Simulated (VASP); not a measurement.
# Ti (P6_3/mmc) in VASP: notebook, part 2 of 2

VASP 6.6.1.

**5. Relaxation of cell and atoms, PBE+D3(BJ)**

This run uses another cell than the first one, of 17.64 Å³/atom, 1.014 times its volume.

The input, INCAR:

```
ALGO = Fast
EDIFF = 1E-7
EDIFFG = -0.01
ENCUT = 600
GGA = PE
IBRION = 2
ISIF = 3
ISMEAR = -1
IVDW = 12
LASPH = T
LCHARG = F
LREAL = F
LWAVE = F
NELM = 80
NSW = 60
PREC = Accurate
SIGMA = 0.05
```

The input, KPOINTS:

```
k-points
0
Gamma
  10 10 6
```

The input, POSCAR:

```
Ti
1.0
    2.9500000000      0.0000000000      0.0000000000
   -1.4750000000      2.5547749412      0.0000000000
    0.0000000000      0.0000000000      4.6800000000
Ti
2
Direct
    0.6666666667      0.3333333333      0.7500000000
    0.3333333333      0.6666666667      0.2500000000
```

Potentials or basis: VASP PAW PBE potentials, release 64 (Ti_sv).

On the command line:

```sh
> cat potpaw_PBE.64/Ti_sv/POTCAR > POTCAR
> mpirun -np 1 vasp_std > vasp.out
```

OUTCAR:

```text
EDIFF = 1E-7
   EDIFFG = -0.01
   ENCUT = 600
   GGA = PE
   IBRION = 2
   ISIF = 3
   ISMEAR = -1
   IVDW = 12
   LASPH = T
   LREAL = F
   NELM = 80
   NSW = 60
   PREC = Accurate
 IVDW          = 12

 ion  position               nearest neighbor table
   1  0.667  0.333  0.750-   2 2.89   2 2.89   2 2.89   2 2.89   2 2.89   2 2.89
   2  0.333  0.667  0.250-   1 2.89   1 2.89   1 2.89   1 2.89   1 2.89   1 2.89

  LATTYP: Found a hexagonal cell.
 ALAT       =     2.9500000000
 C/A-ratio  =     1.5864406780

  Lattice vectors:

 A1 = (   2.9500000000,   0.0000000000,   0.0000000000)
 A2 = (  -1.4750000000,   2.5547749412,   0.0000000000)
 A3 = (   0.0000000000,   0.0000000000,   4.6800000000)

Analysis of symmetry for initial positions (statically):
=====================================================================
 Subroutine PRICEL returns:
[... 453 lines left out ...]
--------------------------------------- Ionic step        8  -------------------------------------------

 number of electron      24.0000002 magnetization

 Free energy of the ion-electron system (eV)
  ---------------------------------------------------
  ext. energy  EPLUGINS =         0.00000000
  ---------------------------------------------------
  free energy    TOTEN  =       -15.64340940 eV

  energy without entropy =      -15.62466971  energy(sigma->0) =      -15.63403956

 E-fermi :   8.9161     XC(G=0): -11.7546

 val. band max:        8.9013359344   @ k =   0.3000   0.2000   0.5000
 cond. band min:       8.9504976131   @ k =   0.3000   0.2000   0.3333
 fundamental gap:      0.0491616787
 Fermi energy:         8.9161432417

 k-point     1 :       0.0000    0.0000    0.0000
  band No.  band energies     occupation
      1     -47.8492      2.00000
      2     -47.6774      2.00000
      3     -24.5069      2.00000
      4     -23.7459      2.00000
      5     -23.7459      2.00000
      6     -23.6599      2.00000
[... 433 lines left out ...]
      3     -24.3299      2.00000
      4     -24.1931      2.00000
      5     -24.0643      2.00000
      6     -23.9204      2.00000
[... 8 lines left out ...]
     15      10.1692      0.00000
     16      12.1830      0.00000

 [... further k-points ...]

------------------------ aborting loop because EDIFF is reached ----------------------------------------

 Edisp (eV)   -1.27322

 E8    (eV) :    -0.6047
[... 25 lines left out ...]
  FREE ENERGIE OF THE ION-ELECTRON SYSTEM (eV)
  ---------------------------------------------------
  free  energy   TOTEN  =       -16.9166247682 eV

  energy  without entropy=      -16.8978850795  energy(sigma->0) =      -16.90725492

 reached required accuracy - stopping structural energy minimisation
```

OSZICAR:

```text
N       E                     dE             d eps       ncg     rms          rms(c)
DAV:   1     0.262072955057E+03    0.26207E+03   -0.14768E+04  1792   0.203E+03
DAV:   2     0.116683587883E+02   -0.25040E+03   -0.24901E+03  1832   0.521E+02
DAV:   3    -0.165318821577E+02   -0.28200E+02   -0.28053E+02  3536   0.140E+02
[... 303 lines left out ...]
RMM:  15    -0.156434088005E+02   -0.14612E-06   -0.23741E-06   984   0.494E-03    0.312E-03
RMM:  16    -0.156434090078E+02   -0.20729E-06   -0.15973E-06  1281   0.553E-03    0.218E-03
RMM:  17    -0.156434091435E+02   -0.13566E-06   -0.15162E-06  1086   0.480E-03    0.206E-03
RMM:  18    -0.156434093048E+02   -0.16131E-06   -0.11465E-06  1306   0.541E-03    0.170E-03
RMM:  19    -0.156434094034E+02   -0.98575E-07   -0.93845E-07  1060   0.446E-03
   8 F= -.16916625E+02 E0= -.16907255E+02  d E =-.312305E-04
```

CONTCAR:

```text
Ti
   1.00000000000000
     2.8868686778858113   -0.0000000000000000   -0.0000000000000000
    -1.4434343389429056    2.5001016124723110   -0.0000000000000000
     0.0000000000000000    0.0000000000000000    4.5591844689678220
  Ti
     2
Direct
     0.6666666667000030    0.3333333332999970    0.7500000000000000
     0.3333333332999970    0.6666666667000030    0.2500000000000000

  0.00000000E+00  0.00000000E+00  0.00000000E+00
  0.00000000E+00  0.00000000E+00  0.00000000E+00
```

Run time: 4.4 min. Hardware: 1 thread of Intel Xeon 6975P-C (Granite Rapids), shared host; peak memory 0.19 GiB.

What came out:

```yaml
Free_energy: -16.9166 eV
Relaxed_volume: 16.45 Å³/atom
Relaxed_cell: a = 2.887 Å, b = 2.887 Å, c = 4.559 Å, α = 90.00°, β = 90.00°, γ = 120.00°
Space_group_after_relaxing_to_0.05_Å: P6_3/mmc (No. 194)
Energy_gained_by_relaxing: 28.6 meV/atom
Ionic_steps: 8
Pressure_after_relaxing: 0.0 GPa
Band_gap_on_the_k_mesh: zero (band 12 reaches 9.72 eV, above the bottom of band 13 at 8.72 eV)
Dispersion_energy_per_atom: -0.637 eV
```

Step by step:
```tsv
step	energy change (eV)	largest force (eV/Å)	pressure (GPa)	volume (Å³)
1	0.0000	0.0000	-7.33	35.27
2	-0.0262	0.0000	6.43	31.31
3	-0.0570	0.0000	0.06	32.91
4	-0.0570	0.0000	-0.21	32.96
5	-0.0571	0.0000	-0.20	32.96
6	-0.0571	0.0000	-0.19	32.96
7	-0.0571	0.0000	0.09	32.87
8	-0.0571	0.0000	-0.03	32.91
```

Final structure:
```xyz
2
Lattice="2.8869 0.0000 0.0000 -1.4434 2.5001 0.0000 0.0000 0.0000 4.5592" Properties=species:S:1:pos:R:3 pbc="T T T"
Ti    1.4434    0.8334    3.4194
Ti    0.0000    1.6667    1.1398
```

Caveat: pairwise dispersion overbinds metals, which lowers pressure and volume.

**6. Single point, PBE**

This run uses another cell than the first one, of 17.64 Å³/atom, 1.014 times its volume.

The input, INCAR:

```
  PREC = Accurate
  ENCUT = 520
  EDIFF = 1E-6
  ISMEAR = -1
  SIGMA = 0.06
  LREAL = F
  LASPH = T
  NELM = 100
  ALGO = Normal
  ISIF = 2
  LWAVE = F
  LCHARG = F
  GGA = PE
  NBANDS = 19
```

The input, KPOINTS:

```
Automatic mesh
0
Gamma
  4 4 2
```

POSCAR is that of step 5.

Potentials or basis: VASP PAW PBE potentials, release 64 (Ti_sv).

On the command line:

```sh
> cat potpaw_PBE.64/Ti_sv/POTCAR > POTCAR
> mpirun -np 1 vasp_std > vasp.out
```

OUTCAR:

```text
PREC = Accurate
   ENCUT = 520
   EDIFF = 1E-6
   ISMEAR = -1
   LREAL = F
   LASPH = T
   NELM = 100
   ISIF = 2
   GGA = PE

 ion  position               nearest neighbor table
   1  0.667  0.333  0.750-   2 2.89   2 2.89   2 2.89   2 2.89   2 2.89   2 2.89
   2  0.333  0.667  0.250-   1 2.89   1 2.89   1 2.89   1 2.89   1 2.89   1 2.89

  LATTYP: Found a hexagonal cell.
 ALAT       =     2.9500000000
 C/A-ratio  =     1.5864406780

  Lattice vectors:

 A1 = (   2.9500000000,   0.0000000000,   0.0000000000)
 A2 = (  -1.4750000000,   2.5547749412,   0.0000000000)
 A3 = (   0.0000000000,   0.0000000000,   4.6800000000)

Analysis of symmetry for initial positions (statically):
=====================================================================
 Subroutine PRICEL returns:
 Original cell was already a primitive cell.

 Routine SETGRP: Setting up the symmetry group for a
 hexagonal supercell.

 Subroutine GETGRP returns: Found 24 space group operations
 (whereof 12 operations were pure point group operations)
 out of a pool of 24 trial point group operations.

The static configuration has the point symmetry D_3d.
 The point group associated with its full space group is D_6h.

Analysis of symmetry for dynamics (positions and initial velocities):
=====================================================================
 Subroutine PRICEL returns:
 Original cell was already a primitive cell.

 Routine SETGRP: Setting up the symmetry group for a
 hexagonal supercell.

 Subroutine GETGRP returns: Found 24 space group operations
 (whereof 12 operations were pure point group operations)
 out of a pool of 24 trial point group operations.

The dynamic configuration has the point symmetry D_3d.
 The point group associated with its full space group is D_6h.

 Subroutine INISYM returns: Found 24 space group operations
 (whereof 12 operations are pure point group operations),
 and found     1 'primitive' translations

----------------------------------------------------------------------------------------

                                     Primitive cell

  volume of cell :      35.2712

  direct lattice vectors                    reciprocal lattice vectors
     2.950000000  0.000000000  0.000000000     0.338983051  0.195711956  0.000000000
    -1.475000000  2.554774941  0.000000000     0.000000000  0.391423911  0.000000000
     0.000000000  0.000000000  4.680000000     0.000000000  0.000000000  0.213675214

  length of vectors
     2.950000000  2.950000000  4.680000000     0.391423911  0.391423911  0.213675214

  position of ions in fractional coordinates (direct lattice)
     0.666666667  0.333333333  0.750000000
     0.333333333  0.666666667  0.250000000

  ion indices of the primitive-cell ions
   primitive index   ion index
                 1           1
                 2           2

----------------------------------------------------------------------------------------

 KPOINTS: Automatic mesh

Automatic generation of k-mesh.
 Grid dimensions read from file:
 generate k-points for:    4    4    2

 Generating k-lattice:

  Cartesian coordinates                     Fractional coordinates (reciprocal lattice)
     0.084745763  0.048927989  0.000000000     0.250000000 -0.000000000  0.000000000
     0.000000000  0.097855978  0.000000000     0.000000000  0.250000000  0.000000000
     0.000000000  0.000000000  0.106837607     0.000000000  0.000000000  0.500000000

  Length of vectors
     0.097855978  0.097855978  0.106837607

  Shift w.r.t. Gamma in fractional coordinates (k-lattice)
     0.000000000  0.000000000  0.000000000

 Subroutine IBZKPT returns following result:
 ===========================================

 Found      8 irreducible k-points:

 Following reciprocal coordinates:
            Coordinates               Weight
  0.000000  0.000000  0.000000      1.000000
  0.250000  0.000000  0.000000      6.000000
  0.500000  0.000000  0.000000      3.000000
  0.250000  0.250000  0.000000      6.000000
  0.000000  0.000000  0.500000      1.000000
  0.250000  0.000000  0.500000      6.000000
  0.500000  0.000000  0.500000      3.000000
  0.250000  0.250000  0.500000      6.000000
   k-points           NKPTS =      8   k-points in BZ     NKDIM =      8   number of bands    NBANDS=     19
   number of dos      NEDOS =    301   number of ions     NIONS =      2
   total plane-waves  NPLWV =  20736
   dimension x,y,z NGX =    24 NGY =   24 NGZ =   36
   dimension x,y,z NGXF=    48 NGYF=   48 NGZF=   72
   ions per type =               2
   NGX,Y,Z   is equivalent  to a cutoff of  13.53, 13.53, 12.79 a.u.
   NGXF,Y,Z  is equivalent  to a cutoff of  27.05, 27.05, 25.58 a.u.
 SYSTEM =  unknown system
   PREC   = accura    normal or accurate (medium, high low for compatibility)
   ISTART =      0    job   : 0-new  1-cont  2-samecut
   ICHARG =      2    charge: 1-file 2-atom 10-const
   ISPIN  =      1    spin polarized calculation?
   LNONCOLLINEAR =      F non collinear calculations
   LSORBIT =      F    spin-orbit coupling
   LASPH  =      T    aspherical Exc in radial PAW
   ENCUT  =  520.0 eV  38.22 Ry    6.18 a.u.   5.49  5.49  8.70*2*pi/ulx,y,z
   NELM   =    100;   NELMIN=  2; NELMDL= -5     # of ELM steps
   EDIFF  = 0.1E-05   stopping-criterion for ELM
   LREAL  =      F    real-space projection
   EDIFFG = 0.1E-04   stopping-criterion for IOM
   NSW    =      0    number of steps for IOM
   IBRION =     -1    ionic relax: 0-MD 1-quasi-New 2-CG
   NFREE  =      0    steps in history (QN), initial steepest desc. (CG)
   ISIF   =      2    stress and relaxation
   ISYM   =      2    0-nonsym 1-usesym 2-fastsym
   POTIM  = 0.5000    time-step for ionic-motion
   TEBEG  =    0.0;   TEEND  =   0.0 temperature during run
   PSTRESS=    0.0 pullay stress
   NELECT =      24.0000    total number of electrons
   NUPDOWN=      -1.0000    fix difference up-down
   EMIN   =  10.00;   EMAX   =-10.00  energy-range for DOS
   EFERMI =   0.00;   METHOD = LEGACY
   ISMEAR =    -1;   SIGMA  =   0.06  broadening in eV -4-tet -1-fermi 0-gaus
   EFERMI_NEDOS =   21; number of points for ismear=-14 and -15
   IALGO  =     38    algorithm
   IMIX   =      4    mixing-type and parameters
     AMIX     =   0.40;   BMIX     =  1.00
     AMIX_MAG =   1.60;   BMIX_MAG =  1.00
  volume/ion in A,a.u.               =      17.64       119.01
  Fermi-wavevector in a.u.,A,eV,Ry     =   1.439920  2.721055 28.209912  2.073370
  Thomas-Fermi vector in A             =   2.558722
   LORBIT       =      0    0 simple, 1 ext, 2 COOP (PROOUT), +10 PAW based schemes
   GGA     = PE    functional components
   LHFCALC =     F    Hartree Fock is set to
   AEXX    =    0.0000 exact exchange contribution
   IVDW    =     0    specifies the selected vdW correction
   LEPSILON=     F    determine dielectric tensor
   LRPA    =     F    only Hartree local field effects (RPA)
 non-spin polarized calculation
  energy-cutoff  :      520.00
  volume of cell :       35.27
 maximum number of plane-waves:       966
 NGX is ok and might be reduce to    24
   NGX = 11   NGY = 11   NGZ = 17

 number of electron      24.0000002 magnetization

 Free energy of the ion-electron system (eV)
  ---------------------------------------------------
  ext. energy  EPLUGINS =         0.00000000
  ---------------------------------------------------
  free energy    TOTEN  =       -15.63081236 eV

  energy without entropy =      -15.59704947  energy(sigma->0) =      -15.61393092

 E-fermi :   8.0196     XC(G=0): -11.4237

 val. band max:        7.7802862805   @ k =   0.2500   0.0000   0.0000
 cond. band min:       8.0590803293   @ k =   0.2500   0.2500   0.5000
 fundamental gap:      0.2787940488
 Fermi energy:         8.0195642887

 k-point     1 :       0.0000    0.0000    0.0000
  band No.  band energies     occupation
      1     -48.6930      2.00000
      2     -48.5651      2.00000
      3     -25.2793      2.00000
      4     -24.6426      2.00000
      5     -24.6426      2.00000
      6     -24.6071      2.00000
[... 11 lines left out ...]
     18       9.7843      0.00000
     19      11.2761      0.00000
[... 133 lines left out ...]
 k-point     8 :       0.2500    0.2500    0.5000
  band No.  band energies     occupation
      1     -48.5618      2.00000
      2     -48.5618      2.00000
      3     -25.0969      2.00000
      4     -25.0969      2.00000
      5     -24.8308      2.00000
      6     -24.8308      2.00000
[... 11 lines left out ...]
     18      11.4919      0.00000
     19      12.8805      0.00000

------------------------ aborting loop because EDIFF is reached ----------------------------------------

  FORCE on cell =-STRESS in cart. coord.  units (eV):
  Direction    XX          YY          ZZ          XY          YZ          ZX
  --------------------------------------------------------------------------------------
  -------------------------------------------------------------------------------------
  Total       -0.2391755     -0.2391755     -0.5484502      0.0000000     -0.0000000      0.0000000
  in kB      -10.8644236    -10.8644236    -24.9130694      0.0000000     -0.0000000      0.0000000
  external PRESSURE =     -15.5473055 kB  Pullay stress =       0.0000000 kB

 VOLUME and BASIS-vectors are now :
 -----------------------------------------------------------------------------
  energy-cutoff  :      520.00
  volume of cell :       35.27
      direct lattice vectors                 reciprocal lattice vectors
     2.950000000  0.000000000  0.000000000     0.338983051  0.195711956  0.000000000
    -1.475000000  2.554774941  0.000000000     0.000000000  0.391423911  0.000000000
     0.000000000  0.000000000  4.680000000     0.000000000  0.000000000  0.213675214

 POSITION                                       TOTAL-FORCE (eV/Angst)
 -----------------------------------------------------------------------------------
      1.47500      0.85159      3.51000         0.000000      0.000000      0.000000
     -0.00000      1.70318      1.17000        -0.000000      0.000000      0.000000
 -----------------------------------------------------------------------------------
    total drift:                               -0.000000      0.000000     -0.000000

  FREE ENERGIE OF THE ION-ELECTRON SYSTEM (eV)
  ---------------------------------------------------
  free  energy   TOTEN  =       -15.6308123617 eV

  energy  without entropy=      -15.5970494703  energy(sigma->0) =      -15.61393092
```

Wall time 9.1 s (1 thread of Intel Xeon 6975P-C, shared host); peak memory 0.14 GiB.

Results:

| Property | Result |
| --- | --- |
| Free energy | -15.6308 eV |
| Pressure | -1.6 GPa |
| Band gap on the k mesh | zero (band 12 reaches 8.96 eV, above the bottom of band 13 at 8.06 eV) |

Stress tensor (GPa, compression positive):
```
-1.09  0.00  0.00
 0.00 -1.09  0.00
 0.00  0.00 -2.49
```

Caveat: the k points lie up to 0.67 Å⁻¹ apart.

**7. Overview**

| task | level | cell | k mesh | cutoff (eV) | smearing | gap on the mesh (eV) | pressure (GPa) | relaxed volume (Å³/atom) |
| --- | --- | --- | --- | --- | --- | --- | --- | --- |
| single point | PBE | a = 2.940, b = 2.940, c = 4.648 Å, angles 90.0, 90.0, 120.0°, 2 atoms | 10 × 10 × 6 | 520 | fermi-dirac 0.05 eV | none | -0.3 | - |
| single point | PBE+D3(BJ) | a = 2.950, b = 2.950, c = 4.680 Å, angles 90.0, 90.0, 120.0°, 2 atoms | 10 × 10 × 6 | 520 | fermi-dirac 0.05 eV | none | -7.3 | - |
| relaxation of cell and atoms | PBE | relaxed from a = 2.950, b = 2.950, c = 4.680 Å, angles 90.0, 90.0, 120.0°, 2 atoms | 10 × 10 × 6 | 600 | fermi-dirac 0.05 eV | none | 0.0 | 17.36 |
| relaxation of cell and atoms | PBE+D3(BJ) | relaxed from a = 2.950, b = 2.950, c = 4.680 Å, angles 90.0, 90.0, 120.0°, 2 atoms | 10 × 10 × 6 | 600 | fermi-dirac 0.05 eV | none | 0.0 | 16.45 |
| single point | PBE | a = 2.950, b = 2.950, c = 4.680 Å, angles 90.0, 90.0, 120.0°, 2 atoms | 4 × 4 × 2 | 520 | fermi-dirac 0.06 eV | none | -1.6 | - |

Alike in all rows: potentials or basis VASP PAW PBE potentials, release 64 (Ti_sv); no spin polarisation.

Caveats: some runs use coarse meshes; pairwise dispersion overbinds metals, which lowers pressure and volume (some runs); three body term missing (some runs).

Total energies depend on the potentials used, so only differences within one code and one set of settings carry meaning.
